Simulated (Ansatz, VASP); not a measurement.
**One calculation of Ba2SeS, two programs**

INCAR

```
PREC = Accurate
ENCUT = 520
EDIFF = 1E-6
ISMEAR = 0
SIGMA = 0.01
LREAL = F
LASPH = T
NELM = 100
ALGO = Normal
ISIF = 2
LWAVE = F
LCHARG = F
GGA = PE
NBANDS = 24
```

The input KPOINTS:

```
Automatic mesh
0
Gamma
  4 4 4
```

POSCAR

```
Ba2SeS
1.0
    4.6768291475      0.0000000000      0.0000000000
    0.0000000000      4.6768291475      0.0000000000
    0.0000000000      0.0000000000      6.6153735521
S Ba Se
1 2 1
Direct
    0.0000000000      0.0000000000      0.0000000000
    0.0000000000      0.0000000000      0.5000000000
    0.5000000000      0.5000000000      0.0000000000
    0.5000000000      0.5000000000      0.5000000000
```

Input for Ansatz:

```yaml
crystal:
  lattice:
    - [4.6768291475, 0.0, 0.0]
    - [0.0, 4.6768291475, 0.0]
    - [0.0, 0.0, 6.6153735521]
  atoms:
    - { symbol: S, position: [0.0, 0.0, 0.0] }
    - { symbol: Ba, position: [0.0, 0.0, 0.5] }
    - { symbol: Se, position: [0.5, 0.5, 0.5] }
    - { symbol: Ba, position: [0.5, 0.5, 0.0] }
kpoints:
  mp_grid: { grid: [4, 4, 4] }
hamiltonian:
  xc: pbe
scf:
  occupations: { method: fixed }
  n_extra_bands: 5
output:
  forces: true
  stress: true
  eigenvalues: true
```

Alike in both runs: task single point; functional PBE; k mesh 4 × 4 × 4; no spin polarisation.

```csv
,VASP,Ansatz
version,VASP 6.6.1,Ansatz 0.2.0
potentials or method,"VASP PAW PBE potentials, release 64 (S, Ba_sv, Se)","plane waves, PAW"
plane-wave cutoff (eV),520,420
occupations,"gaussian, width 0.01 eV",fixed
valence electrons in the cell,32,42
```

|  | VASP | Ansatz | Ansatz less VASP |
| --- | --- | --- | --- |
| gap on the k mesh at the Fermi level (eV) | 2.06 | 2.15 | +0.087 |
| pressure (GPa) | -0.6 | -1.1 | -0.45 |

VASP's potentials hold 32 valence electrons a cell and Ansatz's 42, so a difference there can come from the potentials and not from the codes.

Neither program's run includes spin-orbit coupling.
